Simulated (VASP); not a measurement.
# ZnBrF (P4/nmm) in VASP: relaxation of cell and atoms with PBE

Aim: the relaxation of cell and atoms of ZnBrF with PBE.

All numbers are computed with VASP 6.6.1; they aren't measurements. Logs are shortened: lines on timing, memory, paths and dates and some standing lists are left out, and cuts for length are marked.

## Step 1: The cell of the first run

The structure is tetragonal, space group P4/nmm (No. 129). The conventional cell has a = 3.525 Å, b = 3.525 Å, c = 4.984 Å, α = 90.00°, β = 90.00°, γ = 90.00°. Zn (site symmetry 4mm) has 4 Br at 2.16 Å and 4 F at 2.16 Å within 2.9 Å. Within 2.9 Å of Br (site symmetry -4m2) lie 4 Zn at 2.16 Å and 4 Br at 2.49 Å and 2 F at 2.49 Å. Within 2.9 Å of F (site symmetry -4m2) lie 4 Zn at 2.16 Å and 4 F at 2.49 Å and 2 Br at 2.49 Å.

## Step 2: Relaxation of cell and atoms, PBE

Contents of INCAR:

```
SYSTEM = ZnBrF
PREC = Accurate
ENCUT = 1350
EDIFF = 1E-7
ISMEAR = 0
SIGMA = 0.1
LREAL = .False.
LASPH = .True.
NELM = 120
ALGO = Normal
ISIF = 3
LWAVE = .False.
LCHARG = .False.
GGA = PE
IBRION = 2
NSW = 90
EDIFFG = -0.04
GGA_COMPAT = .False.
NELMIN = 4
```

Contents of KPOINTS:

```
regular mesh
0
Gamma
  6 6 4
  0 0 0
```

Contents of POSCAR:

```
ZnBrF
1.0
    3.5245721000      0.0000000000      0.0000000000
    0.0000000000      3.5245721000      0.0000000000
    0.0000000000      0.0000000000      4.9844976700
Zn Br F
2 2 2
Direct
    0.5000000000      0.0000000000      0.7500000000
    0.0000000000      0.5000000000      0.2500000000
    0.5000000000      0.5000000000      0.5000000000
    0.0000000000      0.0000000000      0.5000000000
    0.0000000000      0.0000000000      0.0000000000
    0.5000000000      0.5000000000      0.0000000000
```

Potentials or basis: VASP PAW PBE potentials, release 64 (Zn, Br, F_h).

Started as:

```sh
> cat potpaw_PBE.64/Zn/POTCAR potpaw_PBE.64/Br/POTCAR potpaw_PBE.64/F_h/POTCAR > POTCAR
> mpirun -np 1 vasp_std > vasp.out
```

OUTCAR:

```text
SYSTEM = ZnBrF
   PREC = Accurate
   ENCUT = 1350
   EDIFF = 1E-7
   ISMEAR = 0
   LREAL = .False.
   LASPH = .True.
   NELM = 120
   ISIF = 3
   GGA = PE
   IBRION = 2
   NSW = 90
   EDIFFG = -0.04
   NELMIN = 4

 ion  position               nearest neighbor table
   1  0.500  0.000  0.750-   3 2.16   4 2.16   5 2.16   6 2.16   3 2.16   6 2.16   4 2.16   5 2.16

   2  0.000  0.500  0.250-   3 2.16   4 2.16   5 2.16   6 2.16   4 2.16   5 2.16   3 2.16   6 2.16

   3  0.500  0.500  0.500-   1 2.16   2 2.16   1 2.16   2 2.16   4 2.49   4 2.49   4 2.49   4 2.49

   4  0.000  0.000  0.500-   1 2.16   2 2.16   2 2.16   1 2.16   3 2.49   3 2.49   3 2.49   3 2.49

   5  0.000  0.000  0.000-   1 2.16   2 2.16   2 2.16   1 2.16
   6  0.500  0.500  0.000-   1 2.16   2 2.16   1 2.16   2 2.16

  LATTYP: Found a simple tetragonal cell.
 ALAT       =     3.5245721000
 C/A-ratio  =     1.4142135637

  Lattice vectors:

 A1 = (   3.5245721000,   0.0000000000,   0.0000000000)
 A2 = (   0.0000000000,   3.5245721000,   0.0000000000)
 A3 = (   0.0000000000,   0.0000000000,   4.9844976700)

Analysis of symmetry for initial positions (statically):
=====================================================================
 Subroutine PRICEL returns:
 Original cell was already a primitive cell.

 Routine SETGRP: Setting up the symmetry group for a
 simple tetragonal supercell.

 Subroutine GETGRP returns: Found 16 space group operations
 (whereof  8 operations were pure point group operations)
 out of a pool of 16 trial point group operations.

The static configuration has the point symmetry D_2d.
 The point group associated with its full space group is D_4h.

Analysis of symmetry for dynamics (positions and initial velocities):
=====================================================================
 Subroutine PRICEL returns:
 Original cell was already a primitive cell.

 Routine SETGRP: Setting up the symmetry group for a
 simple tetragonal supercell.

 Subroutine GETGRP returns: Found 16 space group operations
 (whereof  8 operations were pure point group operations)
 out of a pool of 16 trial point group operations.

The dynamic configuration has the point symmetry D_2d.
 The point group associated with its full space group is D_4h.

 Subroutine INISYM returns: Found 16 space group operations
 (whereof  8 operations are pure point group operations),
 and found     1 'primitive' translations

----------------------------------------------------------------------------------------

                                     Primitive cell

  volume of cell :      61.9205

  direct lattice vectors                    reciprocal lattice vectors
     3.524572100  0.000000000  0.000000000     0.283722384  0.000000000  0.000000000
     0.000000000  3.524572100  0.000000000     0.000000000  0.283722384  0.000000000
     0.000000000  0.000000000  4.984497670     0.000000000  0.000000000  0.200622022

  length of vectors
     3.524572100  3.524572100  4.984497670     0.283722384  0.283722384  0.200622022

  position of ions in fractional coordinates (direct lattice)
     0.500000000  0.000000000  0.750000000
     0.000000000  0.500000000  0.250000000
     0.500000000  0.500000000  0.500000000
     0.000000000  0.000000000  0.500000000
     0.000000000  0.000000000  0.000000000
     0.500000000  0.500000000  0.000000000

  ion indices of the primitive-cell ions
   primitive index   ion index
                 1           1
                 2           2
                 3           3
                 4           4
                 5           5
                 6           6

----------------------------------------------------------------------------------------

 KPOINTS: regular mesh

Automatic generation of k-mesh.
 Grid dimensions read from file:
 generate k-points for:    6    6    4

 Generating k-lattice:

  Cartesian coordinates                     Fractional coordinates (reciprocal lattice)
     0.047287064  0.000000000  0.000000000     0.166666667  0.000000000  0.000000000
     0.000000000  0.047287064  0.000000000     0.000000000  0.166666667  0.000000000
     0.000000000  0.000000000  0.050155505     0.000000000  0.000000000  0.250000000

  Length of vectors
     0.047287064  0.047287064  0.050155505

  Shift w.r.t. Gamma in fractional coordinates (k-lattice)
     0.000000000  0.000000000  0.000000000

 Subroutine IBZKPT returns following result:
 ===========================================

 Found     30 irreducible k-points:

 Following reciprocal coordinates:
            Coordinates               Weight
  0.000000  0.000000  0.000000      1.000000
  0.166667  0.000000  0.000000      4.000000
  0.333333  0.000000  0.000000      4.000000
  0.500000  0.000000  0.000000      2.000000
  0.166667  0.166667  0.000000      4.000000
  0.333333  0.166667  0.000000      8.000000
[... 16 lines left out ...]
  0.333333  0.000000  0.500000      4.000000
  0.500000  0.000000  0.500000      2.000000
 [... further k-points ...]
   k-points           NKPTS =     30   k-points in BZ     NKDIM =     30   number of bands    NBANDS=     31
   number of dos      NEDOS =    301   number of ions     NIONS =      6
   total plane-waves  NPLWV = 105840
   dimension x,y,z NGX =    42 NGY =   42 NGZ =   60
   dimension x,y,z NGXF=    84 NGYF=   84 NGZF=  120
   ions per type =               2   2   2
   NGX,Y,Z   is equivalent  to a cutoff of  19.81, 19.81, 20.01 a.u.
   NGXF,Y,Z  is equivalent  to a cutoff of  39.62, 39.62, 40.02 a.u.
 SYSTEM =  ZnBrF
   PREC   = accura    normal or accurate (medium, high low for compatibility)
   ISTART =      0    job   : 0-new  1-cont  2-samecut
   ICHARG =      2    charge: 1-file 2-atom 10-const
   ISPIN  =      1    spin polarized calculation?
   LNONCOLLINEAR =      F non collinear calculations
   LSORBIT =      F    spin-orbit coupling
   LASPH  =      T    aspherical Exc in radial PAW
   ENCUT  = 1350.0 eV  99.22 Ry    9.96 a.u.  10.56 10.56 14.93*2*pi/ulx,y,z
   NELM   =    120;   NELMIN=  4; NELMDL= -5     # of ELM steps
   EDIFF  = 0.1E-06   stopping-criterion for ELM
   LREAL  =      F    real-space projection
   EDIFFG = -.4E-01   stopping-criterion for IOM
   NSW    =     90    number of steps for IOM
   IBRION =      2    ionic relax: 0-MD 1-quasi-New 2-CG
   NFREE  =      1    steps in history (QN), initial steepest desc. (CG)
   ISIF   =      3    stress and relaxation
   ISYM   =      2    0-nonsym 1-usesym 2-fastsym
   POTIM  = 0.5000    time-step for ionic-motion
   TEBEG  =    0.0;   TEEND  =   0.0 temperature during run
   PSTRESS=    0.0 pullay stress
   NELECT =      52.0000    total number of electrons
   NUPDOWN=      -1.0000    fix difference up-down
   EMIN   =  10.00;   EMAX   =-10.00  energy-range for DOS
   EFERMI =   0.00;   METHOD = LEGACY
   ISMEAR =     0;   SIGMA  =   0.10  broadening in eV -4-tet -1-fermi 0-gaus
   EFERMI_NEDOS =   21; number of points for ismear=-14 and -15
   IALGO  =     38    algorithm
   IMIX   =      4    mixing-type and parameters
     AMIX     =   0.40;   BMIX     =  1.00
     AMIX_MAG =   1.60;   BMIX_MAG =  1.00
  volume/ion in A,a.u.               =      10.32        69.64
  Fermi-wavevector in a.u.,A,eV,Ry     =   1.544535  2.918749 32.457919  2.385590
  Thomas-Fermi vector in A             =   2.650042
   LORBIT       =      0    0 simple, 1 ext, 2 COOP (PROOUT), +10 PAW based schemes
   GGA     = PE    functional components
   LHFCALC =     F    Hartree Fock is set to
   AEXX    =    0.0000 exact exchange contribution
   IVDW    =     0    specifies the selected vdW correction
   LEPSILON=     F    determine dielectric tensor
   LRPA    =     F    only Hartree local field effects (RPA)
 conjugate gradient relaxation of ions
 non-spin polarized calculation
 Gauss-broadening in eV      SIGMA  =   0.10
  energy-cutoff  :     1350.00
  volume of cell :       61.92
 maximum number of plane-waves:      7022
   NGX = 21   NGY = 21   NGZ = 29

--------------------------------------- Ionic step        1  -------------------------------------------

 number of electron      51.9999997 magnetization

 Free energy of the ion-electron system (eV)
  ---------------------------------------------------
  ext. energy  EPLUGINS =         0.00000000
  ---------------------------------------------------
  free energy    TOTEN  =        -0.61032474 eV

  energy without entropy =       -0.60497869  energy(sigma->0) =       -0.60765171

 E-fermi :  10.0567     XC(G=0): -12.4812

 val. band max:        9.9435294878   @ k =   0.5000   0.3333   0.0000
 cond. band min:      10.0571455300   @ k =   0.3333   0.3333   0.0000
 fundamental gap:      0.1136160422
 Fermi energy:        10.0567103846

 k-point     1 :       0.0000    0.0000    0.0000
  band No.  band energies     occupation
      1     -17.1720      2.00000
      2     -15.8009      2.00000
      3     -13.0084      2.00000
      4      -6.3410      2.00000
      5      -3.4350      2.00000
      6      -2.4590      2.00000
[... 1745 lines left out ...]
  FREE ENERGIE OF THE ION-ELECTRON SYSTEM (eV)
  ---------------------------------------------------
  free  energy   TOTEN  =       -14.6548619794 eV

  energy  without entropy=      -14.6495911085  energy(sigma->0) =      -14.65222654

[... ionic steps 4 to 8 ...]

--------------------------------------- Ionic step        9  -------------------------------------------

 number of electron      52.0000001 magnetization

------------------------ aborting loop because EDIFF is reached ----------------------------------------

  FORCE on cell =-STRESS in cart. coord.  units (eV):
  Direction    XX          YY          ZZ          XY          YZ          ZX
  --------------------------------------------------------------------------------------
  -------------------------------------------------------------------------------------
  Total        0.2615712      0.2615712      0.1537123      0.0000000      0.0000000     -0.0000000
  in kB        3.8274231      3.8274231      2.2491858      0.0000000      0.0000000     -0.0000000
  external PRESSURE =       3.3013440 kB  Pullay stress =       0.0000000 kB
[... 65 lines left out ...]
  energy  without entropy=      -14.6552031151  energy(sigma->0) =      -14.65778483

--------------------------------------- Ionic step       11  -------------------------------------------

 number of electron      52.0000000 magnetization

 Free energy of the ion-electron system (eV)
  ---------------------------------------------------
  ext. energy  EPLUGINS =         0.00000000
  ---------------------------------------------------
  free energy    TOTEN  =       -14.66072451 eV

  energy without entropy =      -14.65554052  energy(sigma->0) =      -14.65813252

 E-fermi :   2.2326     XC(G=0):  -9.5236

 val. band max:        2.1742221702   @ k =   0.1667   0.1667   0.0000
 cond. band min:       2.3690203979   @ k =   0.5000   0.5000   0.5000
 fundamental gap:      0.1947982276
 Fermi energy:         2.2326181701

 k-point     1 :       0.0000    0.0000    0.0000
  band No.  band energies     occupation
      1     -20.6735      2.00000
      2     -20.4070      2.00000
      3     -13.8607      2.00000
      4     -11.8166      2.00000
      5      -5.1205      2.00000
      6      -5.1205      2.00000
[... 840 lines left out ...]
  FREE ENERGIE OF THE ION-ELECTRON SYSTEM (eV)
  ---------------------------------------------------
  free  energy   TOTEN  =       -14.6607245122 eV

  energy  without entropy=      -14.6555405200  energy(sigma->0) =      -14.65813252

 reached required accuracy - stopping structural energy minimisation
```

Wall time 18 min (1 thread of AMD EPYC 9R45 (Zen 5), shared host); peak memory 0.47 GiB.

Results:

| Quantity | Value |
| --- | --- |
| Free energy | -14.6607 eV |
| Relaxed volume | 18.32 Å³/atom |
| Relaxed cell | a = 4.350 Å, b = 4.350 Å, c = 5.811 Å, α = 90.00°, β = 90.00°, γ = 90.00° |
| Space group after relaxing (to 0.1 Å) | P4/nmm (No. 129) |
| Energy gained by relaxing | 2341.7 meV/atom |
| Ionic steps | 11 |
| Pressure after relaxing | 0.1 GPa |
| Largest force after relaxing | 0.034 eV/Å |
| Band gap on the k mesh | zero (bands 26 and 27 overlap by 0.77 eV) |

Forces on the atoms (eV/Å):
```
Zn   0.000  0.000  0.034
Zn   0.000  0.000 -0.034
Br   0.000  0.000  0.000
Br   0.000  0.000  0.000
F    0.000  0.000  0.000
F    0.000  0.000  0.000
```

Step by step:
```csv
step,energy change (eV),largest force (eV/Å),pressure (GPa),volume (Å³)
1,0.0000,8.1698,139.77,61.92
2,-9.3364,0.3409,-15.15,182.10
3,-14.0445,0.0077,-1.01,111.81
4,-14.0497,0.0236,-0.34,110.62
5,-14.0493,0.0560,0.35,109.46
6,-14.0494,0.0546,0.36,109.44
7,-14.0495,0.0500,0.40,109.40
8,-14.0495,0.0492,0.36,109.42
9,-14.0497,0.0470,0.33,109.49
10,-14.0500,0.0426,0.24,109.64
11,-14.0504,0.0337,0.06,109.93
```

Final structure:
```
Zn Br F
1.0
     4.34957    0.00000    0.00000
     0.00000    4.34957    0.00000
     0.00000    0.00000    5.81078
Zn Br F
2 2 2
Direct
  0.50000 0.00000 0.79922
  0.00000 0.50000 0.20078
  0.50000 0.50000 0.50000
  0.00000 0.00000 0.50000
  0.00000 0.00000 0.00000
  0.50000 0.50000 0.00000
```

Caveat: the volume moved by over 15 % at a fixed basis, so the end points are rough.

The gap in the log of VASP goes by the Fermi energy; the results here count the filled bands.